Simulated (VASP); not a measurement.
# LiF (P6_3mc) in VASP: a series of runs

LiF is run at these levels: PBE; tasks: single point, relaxation of cell and atoms.

All numbers are computed with VASP 6.6.1; they aren't measurements. Logs are shortened: lines on timing, memory, paths and dates and some standing lists are left out, and cuts for length are marked.

## Step 1: The cell of the first run

The structure is hexagonal, space group P6_3mc (No. 186). Conventional cell: a = 3.126 Å, b = 3.126 Å, c = 4.902 Å, α = 90.00°, β = 90.00°, γ = 120.00°. Li (site symmetry 3m) has 4 F at 1.89 to 1.90 Å within 2.5 Å. F (site symmetry 3m) has 4 Li at 1.89 to 1.90 Å within 2.5 Å.

## Step 2: Single point, PBE

Input file INCAR:

```
SYSTEM = LiF
ALGO     = Normal         ! electronic algorithm
EDIFF    = 1E-6           ! SCF threshold, eV
ENCUT    = 520            ! plane-wave cutoff, eV
GGA      = PE             ! functional
ISIF     = 2              ! what is computed and relaxed
ISMEAR   = 0              ! smearing method
LASPH    = .True.         ! aspherical terms in the spheres
LCHARG   = .False.        ! write CHGCAR
LREAL    = .False.        ! projectors in reciprocal space
LWAVE    = .False.        ! write WAVECAR
NBANDS   = 18             ! bands
NELM     = 80             ! most SCF steps
PREC     = Accurate       ! precision mode
SIGMA    = 0.02           ! smearing width, eV
```

Input file KPOINTS:

```
k-points
0
Gamma
  9 9 6
  0 0 0
```

Input file POSCAR:

```
LiF
1.0
    3.1259140087      0.0000000000      0.0000000000
   -1.5629570043      2.7071209416      0.0000000000
    0.0000000000      0.0000000000      4.9018781194
Li F
2 2
Direct
    0.3333333333      0.6666666667      0.3810713234
    0.6666666667      0.3333333333      0.8810713234
    0.3333333333      0.6666666667      0.9939266766
    0.6666666667      0.3333333333      0.4939266766
```

Potentials or basis: VASP PAW PBE potentials, release 64 (Li_sv, F).

Run with:

```bash
$ cat potpaw_PBE.64/Li_sv/POTCAR potpaw_PBE.64/F/POTCAR > POTCAR
$ mpirun -np 1 vasp_std > vasp.out
```

OUTCAR:

```text
SYSTEM = LiF
   EDIFF = 1E-6
   ENCUT = 520
   GGA = PE
   ISIF = 2
   ISMEAR = 0
   LASPH = .True.
   LREAL = .False.
   NELM = 80
   PREC = Accurate

 ion  position               nearest neighbor table
   1  0.333  0.667  0.381-   4 1.89   4 1.89   4 1.89   3 1.90
   2  0.667  0.333  0.881-   3 1.89   3 1.89   3 1.89   4 1.90
   3  0.333  0.667  0.994-   2 1.89   2 1.89   2 1.89   1 1.90
   4  0.667  0.333  0.494-   1 1.89   1 1.89   1 1.89   2 1.90

  LATTYP: Found a hexagonal cell.
 ALAT       =     3.1259140087
 C/A-ratio  =     1.5681423436

  Lattice vectors:

 A1 = (   3.1259140087,   0.0000000000,   0.0000000000)
 A2 = (  -1.5629570043,   2.7071209416,   0.0000000000)
 A3 = (   0.0000000000,   0.0000000000,   4.9018781194)

Analysis of symmetry for initial positions (statically):
=====================================================================
 Subroutine PRICEL returns:
 Original cell was already a primitive cell.

 Routine SETGRP: Setting up the symmetry group for a
 hexagonal supercell.

 Subroutine GETGRP returns: Found 12 space group operations
 (whereof  6 operations were pure point group operations)
 out of a pool of 24 trial point group operations.

The static configuration has the point symmetry C_3v.
 The point group associated with its full space group is C_6v.

Analysis of symmetry for dynamics (positions and initial velocities):
=====================================================================
 Subroutine PRICEL returns:
 Original cell was already a primitive cell.

 Routine SETGRP: Setting up the symmetry group for a
 hexagonal supercell.

 Subroutine GETGRP returns: Found 12 space group operations
 (whereof  6 operations were pure point group operations)
 out of a pool of 24 trial point group operations.

The dynamic configuration has the point symmetry C_3v.
 The point group associated with its full space group is C_6v.

 Subroutine INISYM returns: Found 12 space group operations
 (whereof  6 operations are pure point group operations),
 and found     1 'primitive' translations

----------------------------------------------------------------------------------------

                                     Primitive cell

  volume of cell :      41.4808

  direct lattice vectors                    reciprocal lattice vectors
     3.125914009  0.000000000  0.000000000     0.319906433  0.184698065  0.000000000
    -1.562957004  2.707120942  0.000000000     0.000000000  0.369396130  0.000000000
     0.000000000  0.000000000  4.901878119     0.000000000  0.000000000  0.204003440

  length of vectors
     3.125914009  3.125914009  4.901878119     0.369396130  0.369396130  0.204003440

  position of ions in fractional coordinates (direct lattice)
     0.333333333  0.666666667  0.381071323
     0.666666667  0.333333333  0.881071323
     0.333333333  0.666666667  0.993926677
     0.666666667  0.333333333  0.493926677

  ion indices of the primitive-cell ions
   primitive index   ion index
                 1           1
                 2           2
                 3           3
                 4           4

----------------------------------------------------------------------------------------

 KPOINTS: k-points

Automatic generation of k-mesh.
 Grid dimensions read from file:
 generate k-points for:    9    9    6

 Generating k-lattice:

  Cartesian coordinates                     Fractional coordinates (reciprocal lattice)
     0.035545159  0.020522007  0.000000000     0.111111111  0.000000000  0.000000000
     0.000000000  0.041044014  0.000000000     0.000000000  0.111111111  0.000000000
     0.000000000  0.000000000  0.034000573     0.000000000  0.000000000  0.166666667

  Length of vectors
     0.041044014  0.041044014  0.034000573

  Shift w.r.t. Gamma in fractional coordinates (k-lattice)
     0.000000000  0.000000000  0.000000000

 Subroutine IBZKPT returns following result:
 ===========================================

 Found     48 irreducible k-points:

 Following reciprocal coordinates:
            Coordinates               Weight
  0.000000  0.000000  0.000000      1.000000
  0.111111  0.000000  0.000000      6.000000
  0.222222  0.000000  0.000000      6.000000
  0.333333  0.000000  0.000000      6.000000
  0.444444  0.000000  0.000000      6.000000
  0.111111  0.111111  0.000000      6.000000
[... 16 lines left out ...]
  0.333333  0.222222  0.166667     24.000000
  0.333333  0.333333  0.166667      4.000000
 [... further k-points ...]
   k-points           NKPTS =     48   k-points in BZ     NKDIM =     48   number of bands    NBANDS=     18
   number of dos      NEDOS =    301   number of ions     NIONS =      4
   total plane-waves  NPLWV =  20736
   dimension x,y,z NGX =    24 NGY =   24 NGZ =   36
   dimension x,y,z NGXF=    48 NGYF=   48 NGZF=   72
   ions per type =               2   2
   NGX,Y,Z   is equivalent  to a cutoff of  12.76, 12.76, 12.21 a.u.
   NGXF,Y,Z  is equivalent  to a cutoff of  25.53, 25.53, 24.42 a.u.
 SYSTEM =  LiF
   PREC   = accura    normal or accurate (medium, high low for compatibility)
   ISTART =      0    job   : 0-new  1-cont  2-samecut
   ICHARG =      2    charge: 1-file 2-atom 10-const
   ISPIN  =      1    spin polarized calculation?
   LNONCOLLINEAR =      F non collinear calculations
   LSORBIT =      F    spin-orbit coupling
   LASPH  =      T    aspherical Exc in radial PAW
   ENCUT  =  520.0 eV  38.22 Ry    6.18 a.u.   5.81  5.81  9.11*2*pi/ulx,y,z
   NELM   =     80;   NELMIN=  2; NELMDL= -5     # of ELM steps
   EDIFF  = 0.1E-05   stopping-criterion for ELM
   LREAL  =      F    real-space projection
   EDIFFG = 0.1E-04   stopping-criterion for IOM
   NSW    =      0    number of steps for IOM
   IBRION =     -1    ionic relax: 0-MD 1-quasi-New 2-CG
   NFREE  =      0    steps in history (QN), initial steepest desc. (CG)
   ISIF   =      2    stress and relaxation
   ISYM   =      2    0-nonsym 1-usesym 2-fastsym
   POTIM  = 0.5000    time-step for ionic-motion
   TEBEG  =    0.0;   TEEND  =   0.0 temperature during run
   PSTRESS=    0.0 pullay stress
   NELECT =      20.0000    total number of electrons
   NUPDOWN=      -1.0000    fix difference up-down
   EMIN   =  10.00;   EMAX   =-10.00  energy-range for DOS
   EFERMI =   0.00;   METHOD = LEGACY
   ISMEAR =     0;   SIGMA  =   0.02  broadening in eV -4-tet -1-fermi 0-gaus
   EFERMI_NEDOS =   21; number of points for ismear=-14 and -15
   IALGO  =     38    algorithm
   IMIX   =      4    mixing-type and parameters
     AMIX     =   0.40;   BMIX     =  1.00
     AMIX_MAG =   1.60;   BMIX_MAG =  1.00
  volume/ion in A,a.u.               =      10.37        69.98
  Fermi-wavevector in a.u.,A,eV,Ry     =   1.283716  2.425872 22.421420  1.647928
  Thomas-Fermi vector in A             =   2.415953
   LORBIT       =      0    0 simple, 1 ext, 2 COOP (PROOUT), +10 PAW based schemes
   GGA     = PE    functional components
   LHFCALC =     F    Hartree Fock is set to
   AEXX    =    0.0000 exact exchange contribution
   IVDW    =     0    specifies the selected vdW correction
   LEPSILON=     F    determine dielectric tensor
   LRPA    =     F    only Hartree local field effects (RPA)
 non-spin polarized calculation
 Gauss-broadening in eV      SIGMA  =   0.02
  energy-cutoff  :      520.00
  volume of cell :       41.48
 maximum number of plane-waves:      1140
 NGX is ok and might be reduce to    24
   NGX = 11   NGY = 11   NGZ = 19

 number of electron      19.9999964 magnetization

 Free energy of the ion-electron system (eV)
  ---------------------------------------------------
  ext. energy  EPLUGINS =         0.00000000
  ---------------------------------------------------
  free energy    TOTEN  =       -19.30041456 eV

  energy without entropy =      -19.30041456  energy(sigma->0) =      -19.30041456

 E-fermi :  -2.4413     XC(G=0):  -8.6422

 val. band max:       -2.6665029215   @ k =   0.0000   0.0000   0.0000
 cond. band min:       4.9194246384   @ k =   0.0000   0.0000   0.0000
 fundamental gap:      7.5859275599
 Fermi energy:        -2.4413494221

 k-point     1 :       0.0000    0.0000    0.0000
  band No.  band energies     occupation
      1     -43.2233      2.00000
      2     -43.1898      2.00000
      3     -22.0327      2.00000
      4     -21.8160      2.00000
      5      -4.6988      2.00000
      6      -3.1044      2.00000
[... 10 lines left out ...]
     17      16.5751      0.00000
     18      17.2874      0.00000

 k-point     2 :       0.1111    0.0000    0.0000
  band No.  band energies     occupation
      1     -43.2203      2.00000
      2     -43.1886      2.00000
      3     -22.0175      2.00000
      4     -21.8121      2.00000
      5      -4.6374      2.00000
      6      -3.2310      2.00000
[... 10 lines left out ...]
     17      16.7404      0.00000
     18      17.2796      0.00000

 k-point     3 :       0.2222    0.0000    0.0000
  band No.  band energies     occupation
      1     -43.2124      2.00000
      2     -43.1857      2.00000
      3     -21.9769      2.00000
      4     -21.8040      2.00000
      5      -4.4808      2.00000
      6      -3.5850      2.00000
[... 10 lines left out ...]
     17      16.8058      0.00000
     18      16.9176      0.00000

 k-point     4 :       0.3333    0.0000    0.0000
  band No.  band energies     occupation
      1     -43.2026      2.00000
      2     -43.1833      2.00000
      3     -21.9241      2.00000
      4     -21.8007      2.00000
      5      -4.3928      2.00000
      6      -3.8692      2.00000
[... 375 lines left out ...]
      4     -21.8083      2.00000
      5      -4.2526      2.00000
      6      -4.1641      2.00000
[... 10 lines left out ...]
     17      16.5851      0.00000
     18      17.8170      0.00000

 k-point    23 :       0.3333    0.2222    0.1667
  band No.  band energies     occupation
      1     -43.1903      2.00000
      2     -43.1838      2.00000
      3     -21.8555      2.00000
      4     -21.8150      2.00000
      5      -4.4779      2.00000
      6      -3.9793      2.00000
[... 10 lines left out ...]
     17      16.0374      0.00000
     18      17.8606      0.00000

 k-point    24 :       0.3333    0.3333    0.1667
  band No.  band energies     occupation
      1     -43.1860      2.00000
      2     -43.1860      2.00000
      3     -21.8298      2.00000
      4     -21.8298      2.00000
      5      -4.5215      2.00000
      6      -3.8128      2.00000
[... 10 lines left out ...]
     17      15.5517      0.00000
     18      17.9209      0.00000

 [... further k-points ...]
[... 5 lines left out ...]
  --------------------------------------------------------------------------------------
  -------------------------------------------------------------------------------------
  Total       -0.0554299     -0.0554299     -0.0650280     -0.0000000      0.0000000      0.0000000
  in kB       -2.1409544     -2.1409544     -2.5116760     -0.0000000      0.0000000      0.0000000
  external PRESSURE =      -2.2645282 kB  Pullay stress =       0.0000000 kB

 VOLUME and BASIS-vectors are now :
 -----------------------------------------------------------------------------
  energy-cutoff  :      520.00
  volume of cell :       41.48
      direct lattice vectors                 reciprocal lattice vectors
     3.125914009  0.000000000  0.000000000     0.319906433  0.184698065  0.000000000
    -1.562957004  2.707120942  0.000000000     0.000000000  0.369396130  0.000000000
     0.000000000  0.000000000  4.901878119     0.000000000  0.000000000  0.204003440

 POSITION                                       TOTAL-FORCE (eV/Angst)
 -----------------------------------------------------------------------------------
     -0.00000      1.80475      1.86797        -0.000000     -0.000000     -0.002666
      1.56296      0.90237      4.31890         0.000000      0.000000     -0.002666
     -0.00000      1.80475      4.87211         0.000000      0.000000      0.002666
      1.56296      0.90237      2.42117        -0.000000      0.000000      0.002666
 -----------------------------------------------------------------------------------
    total drift:                                0.000000      0.000000     -0.004820

  FREE ENERGIE OF THE ION-ELECTRON SYSTEM (eV)
  ---------------------------------------------------
  free  energy   TOTEN  =       -19.3004145621 eV

  energy  without entropy=      -19.3004145621  energy(sigma->0) =      -19.30041456
```

Wall time 19 s (1 thread of Intel Xeon Platinum 8488C (Sapphire Rapids), shared host); peak memory 0.16 GiB.

Results:

```
Free energy            : -19.3004 eV
Band gap on the k mesh : 7.59 eV, direct
```

Forces in eV/Å, atoms in the order of the input:
```
Li   0.000  0.000 -0.003
Li   0.000  0.000 -0.003
F    0.000  0.000  0.003
F    0.000  0.000  0.003
```

Levels at points of the mesh, in eV from the valence-band top:
| k point | band 8 | band 9 | band 10 | band 11 | band 12 | band 13 |
| --- | --- | --- | --- | --- | --- | --- |
| (0.00, 0.00, 0.00) | -0.14 | -0.14 | 0.00 | 7.59 | 11.80 | 14.85 |
| (0.00, 0.00, 0.50) | -0.29 | -0.29 | -0.29 | 9.25 | 9.25 | 17.27 |

Caveat: the cutoff is under 1.25 times the usual one of these potentials, so pressure, stress and relaxed cells hold a basis-set (Pulay) error. Expect the measured gap to be larger: semilocal functionals such as PBE lack the derivative discontinuity.

## Step 3: Single point, PBE

Input file INCAR:

```
SYSTEM = LiF
PREC = Accurate
ENCUT = 520
EDIFF = 1E-7
ISMEAR = 0
SIGMA = 0.05
LREAL = .FALSE.
LASPH = .TRUE.
NELM = 100
ALGO = Normal
ISIF = 2
LWAVE = .FALSE.
LCHARG = .TRUE.
GGA = PE
LELF = .TRUE.
LVHAR = .TRUE.
NBANDS = 18
```

Input file KPOINTS:

```
regular mesh
0
G
  9 9 6
  0 0 0
```

POSCAR is that of step 2.

Potentials or basis: VASP PAW PBE potentials, release 64 (Li_sv, F).

Run with:

```bash
$ cat potpaw_PBE.64/Li_sv/POTCAR potpaw_PBE.64/F/POTCAR > POTCAR
$ mpirun -np 1 vasp_std > vasp.out
```

Run time: 23 s. Hardware: 1 thread of Intel Xeon Platinum 8488C (Sapphire Rapids), shared host; peak memory 0.16 GiB.

The run converged. Its results:

```
Free energy            : -19.3004 eV
Band gap on the k mesh : 7.59 eV, direct
```

Forces in eV/Å, atoms in the order of the input:
```
Li   0.000  0.000 -0.003
Li   0.000  0.000 -0.003
F    0.000  0.000  0.003
F    0.000  0.000  0.003
```

Levels at points of the mesh, in eV from the valence-band top:
| k point | band 8 | band 9 | band 10 | band 11 | band 12 | band 13 |
| --- | --- | --- | --- | --- | --- | --- |
| (0.00, 0.00, 0.00) | -0.14 | -0.14 | 0.00 | 7.59 | 11.80 | 14.85 |
| (0.00, 0.00, 0.50) | -0.29 | -0.29 | -0.29 | 9.25 | 9.25 | 17.27 |

Caveat: the cutoff is under 1.25 times the usual one of these potentials, so pressure, stress and relaxed cells hold a basis-set (Pulay) error.

## Step 4: Relaxation of cell and atoms, PBE

This run uses another cell than the first one, of 9.75 Å³/atom, 0.940 times its volume.

Input file INCAR:

```
  PREC = Accurate
  ENCUT = 600
  EDIFF = 1E-6
  ISMEAR = 0
  SIGMA = 0.02
  LREAL = F
  LASPH = T
  NELM = 60
  ALGO = Normal
  ISIF = 3
  LWAVE = F
  LCHARG = F
  GGA = PE
  IBRION = 2
  NSW = 100
  EDIFFG = -0.005
```

Input file KPOINTS:

```
Automatic mesh
0
Gamma
  9 9 6
```

Input file POSCAR:

```
LiF
1.0
    3.0609398175      0.0000000000      0.0000000000
   -1.5304699087      2.6508516414      0.0000000000
    0.0000000000      0.0000000000      4.8073245700
Li F
2 2
Direct
    0.3333333300      0.6666666700      0.3811542600
    0.6666666700      0.3333333300      0.8811542600
    0.3333333300      0.6666666700      0.9938437400
    0.6666666700      0.3333333300      0.4938437400
```

Run with:

```bash
$ cat potpaw_PBE.64/Li_sv/POTCAR potpaw_PBE.64/F/POTCAR > POTCAR
$ mpirun -np 1 vasp_std > vasp.out
```

Run time: 39 s. Hardware: 1 thread of Intel Xeon Platinum 8488C (Sapphire Rapids), shared host; peak memory 0.16 GiB.

Results (log left out):

```
Free energy                            : -19.2966 eV
Relaxed volume                         : 10.31 Å³/atom
Relaxed cell                           : a = 3.121 Å, b = 3.121 Å, c = 4.889 Å, α = 90.00°, β = 90.00°, γ = 120.00°
Space group after relaxing (to 0.05 Å) : P6_3mc (No. 186)
Energy gained by relaxing              : 5.3 meV/atom
Ionic steps                            : 3
Pressure after relaxing                : 0.0 GPa
Band gap on the k mesh                 : 7.61 eV, direct
```

The path:
```csv
step,energy change (eV),largest force (eV/Å),pressure (GPa),volume (Å³)
1,0.0000,0.0021,3.22,39.01
2,-0.0163,0.0002,1.47,40.12
3,-0.0213,0.0013,-0.04,41.25
```

Final structure:
```xyz
4
Lattice="3.1213 0.0000 0.0000 -1.5606 2.7031 0.0000 0.0000 0.0000 4.8893" Properties=species:S:1:pos:R:3 pbc="T T T"
Li    0.0000    1.8021    1.8634
Li    1.5606    0.9010    4.3080
F     0.0000    1.8021    4.8594
F     1.5606    0.9010    2.4148
```

Levels at points of the mesh, in eV from the valence-band top:
```csv
k point,band 8,band 9,band 10,band 11,band 12,band 13
"(0.00, 0.00, 0.00)",-0.14,-0.14,0.00,7.61,11.84,14.91
"(0.00, 0.00, 0.50)",-0.29,-0.29,-0.29,9.28,9.28,17.33
```

Caveat: the cutoff is under 1.25 times the usual one of these potentials, so pressure, stress and relaxed cells hold a basis-set (Pulay) error. A k mesh can miss the band edges.

## Step 5: The runs side by side

| task | cell | cutoff (eV) | smearing | gap on the mesh (eV) |
| --- | --- | --- | --- | --- |
| single point | a = 3.126, b = 3.126, c = 4.902 Å, angles 90.0, 90.0, 120.0°, 4 atoms | 520 | gaussian 0.02 eV | 7.59 |
| single point | a = 3.126, b = 3.126, c = 4.902 Å, angles 90.0, 90.0, 120.0°, 4 atoms | 520 | gaussian 0.05 eV | 7.59 |
| relaxation of cell and atoms | relaxed from a = 3.061, b = 3.061, c = 4.807 Å, angles 90.0, 90.0, 120.0°, 4 atoms | 600 | gaussian 0.02 eV | 7.61 |

Alike in all rows: level PBE; potentials or basis VASP PAW PBE potentials, release 64 (Li_sv, F); no spin polarisation; k mesh 9 × 9 × 6.

Caveats: the cutoff is under 1.25 times the usual one of these potentials, so pressure, stress and relaxed cells hold a basis-set (Pulay) error.

Absolute energies hang on the potentials; compare differences alone.
